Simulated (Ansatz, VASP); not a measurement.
Ge4Sb2O: VASP beside Ansatz

```xyz
7
Lattice="-3.1108 3.1108 4.1146 3.1108 -3.1108 4.1146 3.1108 3.1108 -4.1146" Properties=species:S:1:pos:R:3 pbc="T T T"
Ge    1.5090    1.5090    0.0000
Ge    1.6018    1.6018    4.1146
Ge    1.6018   -1.6018    4.1146
Ge   -1.6018    1.6018    4.1146
Sb    0.0000    3.1108    2.0573
Sb    3.1108    0.0000    2.0573
O     0.0000    0.0000    0.0000
```

Change from the starting cell: species swapped into the HfV2Ga4 type (I4/mmm, No. 139).

Alike in both runs: functional PBE; k mesh 8 × 8 × 8; occupations gaussian, width 0.1 eV; no spin polarisation.

Ansatz relaxed the structure, and its values are those at the end. VASP's run is a single point on that final structure, the one shown.

|  | VASP | Ansatz |
| --- | --- | --- |
| version | VASP 6.6.1 | Ansatz 0.2.0 |
| potentials or method | VASP PAW PBE potentials, release 64 (Ge_d, Sb, O), cutoff 520 eV | scalar-relativistic, plane waves, PAW |
| valence electrons in the cell | 72 | 92 |

VASP gave:

- gap on the k mesh at the Fermi level (eV): none
- pressure (GPa): 0.0
- rms of the force components (eV/Å): 0.009

Problem. Which values does Ansatz return?

Solution. gap on the k mesh at the Fermi level (eV): none; pressure (GPa): 0.0; rms of the force components (eV/Å): 0.002.

A gap of «none» marks a metal or a gap that the smearing closes. The functional is the same, so the differences come from potentials, cutoffs and numerics. VASP's potentials hold 72 valence electrons a cell and Ansatz's 92, so a difference there can come from the potentials and not from the codes.

Neither program's run includes spin-orbit coupling.
